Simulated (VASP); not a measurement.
# WSe2 in VASP: single point with PBEsol

Aim: the single point of WSe2 with PBEsol.

Program: VASP 6.6.1. These are calculated values, not measurements. Logs are shortened: lines on timing, memory, paths and dates and some standing lists are left out, and cuts for length are marked.

## 1. The cell of the first run

The cell holds a slab with vacuum, 3 atoms: a = 3.359 Å, b = 3.336 Å, c = 16.799 Å, α = 90.29°, β = 89.33°, γ = 120.63°.

## 2. Single point, PBEsol (atoms moved at random and the cell strained at random)

Input file INCAR:

```
PREC = Accurate
ENCUT = 520
EDIFF = 1E-6
ISMEAR = 0
SIGMA = 0.05
LREAL = False
LASPH = True
NELM = 80
ALGO = Normal
ISIF = 2
LWAVE = False
LCHARG = False
GGA = PS
NBANDS = 20
```

Input file KPOINTS:

```
Automatic mesh
0
Gamma
  12 12 2
```

Input file POSCAR:

```
WSe2
1.0
    3.3593890059     -0.0115738336      0.0196445435
   -1.6897177369      2.8764170062     -0.0083175740
    0.0986280163      0.0087232233     16.7983659788
W Se
1 2
Direct
   -0.0011954097      0.0177648259     -0.0002375465
    0.3271996984      0.6503031044      0.0995422857
    0.3406623779      0.6652654030      0.9006952608
```

Potentials or basis: VASP PAW PBE potentials, release 64 (W_sv, Se).

The run is started by

```
$ cat potpaw_PBE.64/W_sv/POTCAR potpaw_PBE.64/Se/POTCAR > POTCAR
$ mpirun -np 1 vasp_std > vasp.out
```

OUTCAR:

```text
PREC = Accurate
   ENCUT = 520
   EDIFF = 1E-6
   ISMEAR = 0
   LREAL = False
   LASPH = True
   NELM = 80
   ISIF = 2
   GGA = PS

 ion  position               nearest neighbor table
   1  0.999  0.018  1.000-   2 2.47   3 2.49   3 2.54   2 2.55   3 2.60   2 2.64
   2  0.327  0.650  0.100-   1 2.47   1 2.55   1 2.64
   3  0.341  0.665  0.901-   1 2.49   1 2.54   1 2.60

  LATTYP: Found a triclinic cell.
 ALAT       =     3.3360140896
 B/A-ratio  =     0.9939735167
 C/A-ratio  =     5.3129649301
 COS(alpha) =     0.0037929419
 COS(beta)  =     0.2800297460
 COS(gamma) =     0.4898892414

  Lattice vectors:

 A1 = (   1.6897177369,  -2.8764170062,   0.0083175740)
 A2 = (  -1.6696712690,  -2.8648431726,  -0.0113269695)
 A3 = (   4.9504787265,  -2.8967140631, -16.7704038613)

Analysis of symmetry for initial positions (statically):
=====================================================================
 Subroutine PRICEL returns:
 Original cell was already a primitive cell.

 Routine SETGRP: Setting up the symmetry group for a
 triclinic supercell.

 Subroutine GETGRP returns: Found  1 space group operations
 (whereof  1 operations were pure point group operations)
 out of a pool of  2 trial point group operations.

The static configuration has the point symmetry C_1 .

Analysis of symmetry for dynamics (positions and initial velocities):
=====================================================================
 Subroutine PRICEL returns:
 Original cell was already a primitive cell.

 Routine SETGRP: Setting up the symmetry group for a
 triclinic supercell.

 Subroutine GETGRP returns: Found  1 space group operations
 (whereof  1 operations were pure point group operations)
 out of a pool of  2 trial point group operations.

The dynamic configuration has the point symmetry C_1 .

 Subroutine INISYM returns: Found  1 space group operations
 (whereof  1 operations are pure point group operations),
 and found     1 'primitive' translations

----------------------------------------------------------------------------------------

                                     Primitive cell

  volume of cell :     161.9885

  direct lattice vectors                    reciprocal lattice vectors
     3.359389006 -0.011573834  0.019644544     0.298287623  0.175220270 -0.001842322
    -1.689717737  2.876417006 -0.008317574     0.001201275  0.348359870 -0.000187953
     0.098628016  0.008723223 16.798365979    -0.000348232 -0.000032421  0.059531661

  length of vectors
     3.359466379  3.336014090 16.798657778     0.345949481  0.348361991  0.059532688

  position of ions in fractional coordinates (direct lattice)
     0.998804590  0.017764826  0.999762453
     0.327199698  0.650303104  0.099542286
     0.340662378  0.665265403  0.900695261

  ion indices of the primitive-cell ions
   primitive index   ion index
                 1           1
                 2           2
                 3           3

----------------------------------------------------------------------------------------

 KPOINTS: Automatic mesh

Automatic generation of k-mesh.
 Grid dimensions read from file:
 generate k-points for:   12   12    2

 Generating k-lattice:

  Cartesian coordinates                     Fractional coordinates (reciprocal lattice)
     0.024857302  0.014601689 -0.000153527     0.083333333 -0.000000000  0.000000000
     0.000100106  0.029029989 -0.000015663    -0.000000000  0.083333333  0.000000000
    -0.000174116 -0.000016210  0.029765830    -0.000000000  0.000000000  0.500000000

  Length of vectors
     0.028829123  0.029030166  0.029766344

  Shift w.r.t. Gamma in fractional coordinates (k-lattice)
     0.000000000  0.000000000  0.000000000

 Subroutine IBZKPT returns following result:
 ===========================================

 Found    148 irreducible k-points:

 Following reciprocal coordinates:
            Coordinates               Weight
  0.000000  0.000000  0.000000      1.000000
  0.083333 -0.000000 -0.000000      2.000000
  0.166667 -0.000000 -0.000000      2.000000
  0.250000 -0.000000  0.000000      2.000000
  0.333333 -0.000000 -0.000000      2.000000
  0.416667 -0.000000  0.000000      2.000000
[... 16 lines left out ...]
  0.250000  0.166667  0.000000      2.000000
  0.333333  0.166667  0.000000      2.000000
 [... further k-points ...]
   k-points           NKPTS =    148   k-points in BZ     NKDIM =    148   number of bands    NBANDS=     20
   number of dos      NEDOS =    301   number of ions     NIONS =      3
   total plane-waves  NPLWV =  98784
   dimension x,y,z NGX =    28 NGY =   28 NGZ =  126
   dimension x,y,z NGXF=    56 NGYF=   56 NGZF=  252
   ions per type =               1   2
   NGX,Y,Z   is equivalent  to a cutoff of  13.86, 13.95, 12.47 a.u.
   NGXF,Y,Z  is equivalent  to a cutoff of  27.71, 27.91, 24.94 a.u.
 SYSTEM =  unknown system
   PREC   = accura    normal or accurate (medium, high low for compatibility)
   ISTART =      0    job   : 0-new  1-cont  2-samecut
   ICHARG =      2    charge: 1-file 2-atom 10-const
   ISPIN  =      1    spin polarized calculation?
   LNONCOLLINEAR =      F non collinear calculations
   LSORBIT =      F    spin-orbit coupling
   LASPH  =      T    aspherical Exc in radial PAW
   ENCUT  =  520.0 eV  38.22 Ry    6.18 a.u.   6.25  6.20 31.23*2*pi/ulx,y,z
   NELM   =     80;   NELMIN=  2; NELMDL= -5     # of ELM steps
   EDIFF  = 0.1E-05   stopping-criterion for ELM
   LREAL  =      F    real-space projection
   EDIFFG = 0.1E-04   stopping-criterion for IOM
   NSW    =      0    number of steps for IOM
   IBRION =     -1    ionic relax: 0-MD 1-quasi-New 2-CG
   NFREE  =      0    steps in history (QN), initial steepest desc. (CG)
   ISIF   =      2    stress and relaxation
   ISYM   =      2    0-nonsym 1-usesym 2-fastsym
   POTIM  = 0.5000    time-step for ionic-motion
   TEBEG  =    0.0;   TEEND  =   0.0 temperature during run
   PSTRESS=    0.0 pullay stress
   NELECT =      26.0000    total number of electrons
   NUPDOWN=      -1.0000    fix difference up-down
   EMIN   =  10.00;   EMAX   =-10.00  energy-range for DOS
   EFERMI =   0.00;   METHOD = LEGACY
   ISMEAR =     0;   SIGMA  =   0.05  broadening in eV -4-tet -1-fermi 0-gaus
   EFERMI_NEDOS =   21; number of points for ismear=-14 and -15
   IALGO  =     38    algorithm
   IMIX   =      4    mixing-type and parameters
     AMIX     =   0.40;   BMIX     =  1.00
     AMIX_MAG =   1.60;   BMIX_MAG =  1.00
  volume/ion in A,a.u.               =      54.00       364.38
  Fermi-wavevector in a.u.,A,eV,Ry     =   0.889688  1.681267 10.769626  0.791545
  Thomas-Fermi vector in A             =   2.011281
   LORBIT       =      0    0 simple, 1 ext, 2 COOP (PROOUT), +10 PAW based schemes
   GGA     = PS    functional components
   LHFCALC =     F    Hartree Fock is set to
   AEXX    =    0.0000 exact exchange contribution
   IVDW    =     0    specifies the selected vdW correction
   LEPSILON=     F    determine dielectric tensor
   LRPA    =     F    only Hartree local field effects (RPA)
 non-spin polarized calculation
 Gauss-broadening in eV      SIGMA  =   0.05
  energy-cutoff  :      520.00
  volume of cell :      161.99
 maximum number of plane-waves:      4390
 NGX is ok and might be reduce to    28
   NGX = 13   NGY = 13   NGZ = 63

 number of electron      25.9999997 magnetization

 Free energy of the ion-electron system (eV)
  ---------------------------------------------------
  ext. energy  EPLUGINS =         0.00000000
  ---------------------------------------------------
  free energy    TOTEN  =       -23.10674759 eV

  energy without entropy =      -23.10674759  energy(sigma->0) =      -23.10674759

 E-fermi :  -0.6479     XC(G=0):  -4.7228

 val. band max:       -1.0355500866   @ k =   0.3333   0.3333  -0.0000
 cond. band min:       0.4318782239   @ k =   0.3333   0.3333   0.5000
 fundamental gap:      1.4674283105
 Fermi energy:        -0.6478946760

 k-point     1 :       0.0000    0.0000    0.0000
  band No.  band energies     occupation
      1     -75.0857      2.00000
      2     -39.3064      2.00000
      3     -39.2085      2.00000
      4     -39.2032      2.00000
      5     -15.7006      2.00000
      6     -14.4446      2.00000
[... 12 lines left out ...]
     19       4.0177      0.00000
     20       4.1407      0.00000

 k-point     2 :       0.0833   -0.0000   -0.0000
  band No.  band energies     occupation
      1     -75.0851      2.00000
      2     -39.3038      2.00000
      3     -39.2210      2.00000
      4     -39.2075      2.00000
      5     -15.6012      2.00000
      6     -14.3963      2.00000
[... 12 lines left out ...]
     19       4.1570      0.00000
     20       4.4574      0.00000

 k-point     3 :       0.1667   -0.0000   -0.0000
  band No.  band energies     occupation
      1     -75.0836      2.00000
      2     -39.2968      2.00000
      3     -39.2577      2.00000
      4     -39.2163      2.00000
      5     -15.3163      2.00000
      6     -14.2587      2.00000
[... 12 lines left out ...]
     19       4.5378      0.00000
     20       5.1436      0.00000

 k-point     4 :       0.2500   -0.0000    0.0000
  band No.  band energies     occupation
      1     -75.0815      2.00000
      2     -39.3081      2.00000
      3     -39.2870      2.00000
      4     -39.2281      2.00000
      5     -14.8891      2.00000
      6     -14.0549      2.00000
[... 12 lines left out ...]
     19       5.1143      0.00000
     20       5.5927      0.00000

 k-point     5 :       0.3333   -0.0000   -0.0000
  band No.  band energies     occupation
      1     -75.0794      2.00000
      2     -39.3578      2.00000
      3     -39.2774      2.00000
      4     -39.2397      2.00000
      5     -14.4007      2.00000
      6     -13.8286      2.00000
[... 12 lines left out ...]
     19       5.4571      0.00000
     20       5.7582      0.00000

 k-point     6 :       0.4167   -0.0000    0.0000
  band No.  band energies     occupation
      1     -75.0779      2.00000
      2     -39.3939      2.00000
      3     -39.2704      2.00000
      4     -39.2482      2.00000
      5     -13.9854      2.00000
      6     -13.6447      2.00000
[... 12 lines left out ...]
     19       5.7621      0.00000
     20       6.0176      0.00000

 k-point     7 :       0.5000   -0.0000    0.0000
  band No.  band energies     occupation
      1     -75.0773      2.00000
      2     -39.4071      2.00000
      3     -39.2678      2.00000
      4     -39.2512      2.00000
      5     -13.8161      2.00000
      6     -13.5726      2.00000
[... 12 lines left out ...]
     19       5.9734      0.00000
     20       6.0405      0.00000
[... 277 lines left out ...]
 k-point    20 :      -0.0000    0.1667   -0.0000
  band No.  band energies     occupation
      1     -75.0835      2.00000
      2     -39.2962      2.00000
      3     -39.2558      2.00000
      4     -39.2211      2.00000
      5     -15.3026      2.00000
      6     -14.2616      2.00000
[... 12 lines left out ...]
     19       4.5494      0.00000
     20       5.1317      0.00000

 k-point    21 :       0.0833    0.1667    0.0000
  band No.  band energies     occupation
      1     -75.0820      2.00000
      2     -39.2902      2.00000
      3     -39.2889      2.00000
      4     -39.2289      2.00000
      5     -15.0253      2.00000
      6     -14.1395      2.00000
[... 12 lines left out ...]
     19       4.9302      0.00000
     20       5.5890      0.00000

 k-point    22 :       0.1667    0.1667   -0.0000
  band No.  band energies     occupation
      1     -75.0802      2.00000
      2     -39.3294      2.00000
      3     -39.2810      2.00000
      4     -39.2433      2.00000
      5     -14.6234      2.00000
      6     -13.9550      2.00000
[... 12 lines left out ...]
     19       5.5085      0.00000
     20       6.1024      0.00000

 k-point    23 :       0.2500    0.1667    0.0000
  band No.  band energies     occupation
      1     -75.0784      2.00000
      2     -39.3646      2.00000
      3     -39.2729      2.00000
      4     -39.2604      2.00000
      5     -14.1794      2.00000
      6     -13.7469      2.00000
[... 12 lines left out ...]
     19       5.7758      0.00000
     20       6.1639      0.00000

 k-point    24 :       0.3333    0.1667    0.0000
  band No.  band energies     occupation
      1     -75.0772      2.00000
      2     -39.3867      2.00000
      3     -39.2751      2.00000
      4     -39.2670      2.00000
      5     -13.8216      2.00000
      6     -13.5732      2.00000
[... 12 lines left out ...]
     19       6.5288      0.00000
     20       6.7668      0.00000

 [... further k-points ...]
[... 5 lines left out ...]
  --------------------------------------------------------------------------------------
  -------------------------------------------------------------------------------------
  Total       -2.7844765     -0.9927733     -0.7072096      0.5141252      0.5555655     -0.1747502
  in kB      -27.5403739     -9.8192054     -6.9947855      5.0850496      5.4949222     -1.7283985
  external PRESSURE =     -14.7847883 kB  Pullay stress =       0.0000000 kB

 VOLUME and BASIS-vectors are now :
 -----------------------------------------------------------------------------
  energy-cutoff  :      520.00
  volume of cell :      161.99
      direct lattice vectors                 reciprocal lattice vectors
     3.359389006 -0.011573834  0.019644544     0.298287623  0.175220270 -0.001842322
    -1.689717737  2.876417006 -0.008317574     0.001201275  0.348359870 -0.000187953
     0.098628016  0.008723223 16.798365979    -0.000348232 -0.000032421  0.059531661

 POSITION                                       TOTAL-FORCE (eV/Angst)
 -----------------------------------------------------------------------------------
      3.42396      0.04826     16.81385         0.871094     -1.448079      0.079376
      0.01018      1.86762      1.67317        -0.481632      0.887006     -0.247737
      0.10914      1.91749     15.13137        -0.389462      0.561074      0.168361
 -----------------------------------------------------------------------------------
    total drift:                               -0.000117     -0.000084     -0.000063

  FREE ENERGIE OF THE ION-ELECTRON SYSTEM (eV)
  ---------------------------------------------------
  free  energy   TOTEN  =       -23.1067475935 eV

  energy  without entropy=      -23.1067475935  energy(sigma->0) =      -23.10674759
```

Run time: 20 min. Hardware: 1 thread of Intel Xeon 8259CL, shared host; peak memory 0.64 GiB.

What came out:

```
Free energy            : -23.1067 eV
Largest force          : 1.692 eV/Å
Band gap on the k mesh : 1.47 eV
```

Forces on the atoms (eV/Å):
```
W    0.871 -1.448  0.079
Se  -0.482  0.887 -0.248
Se  -0.389  0.561  0.168
```

Levels at points of the mesh, in eV from the valence-band top:
| k point | band 10 | band 11 | band 12 | band 13 | band 14 | band 15 | band 16 | band 17 |
| --- | --- | --- | --- | --- | --- | --- | --- | --- |
| (0.00, 0.00, 0.00) | -2.10 | -1.58 | -0.92 | -0.27 | 2.33 | 2.89 | 3.13 | 3.34 |
| (0.50, 0.00, 0.00) | -2.99 | -2.04 | -1.31 | -0.61 | 2.26 | 2.66 | 3.38 | 4.26 |
| (0.00, 0.50, 0.00) | -2.98 | -2.17 | -1.24 | -0.86 | 2.23 | 2.67 | 3.69 | 4.34 |
| (0.50, 0.50, 0.00) | -3.05 | -1.93 | -1.07 | -0.73 | 2.32 | 2.65 | 3.37 | 4.18 |
| (0.00, 0.00, 0.50) | -2.10 | -1.58 | -0.92 | -0.27 | 2.33 | 2.89 | 3.13 | 3.34 |
| (0.50, 0.00, 0.50) | -2.99 | -2.04 | -1.31 | -0.61 | 2.26 | 2.66 | 3.38 | 4.26 |
| (0.00, 0.50, 0.50) | -2.98 | -2.17 | -1.24 | -0.86 | 2.23 | 2.67 | 3.69 | 4.34 |
| (0.50, 0.50, 0.50) | -3.05 | -1.93 | -1.07 | -0.73 | 2.32 | 2.65 | 3.37 | 4.18 |

Caveat: the cell differs from its parent crystal (atoms moved at random and the cell strained at random); there is no dipole correction, which matters where the two faces differ; the PAW data sets were made with another functional, which shifts forces and pressure a little; spin-orbit coupling is left out, which moves the levels of the heavy elements.
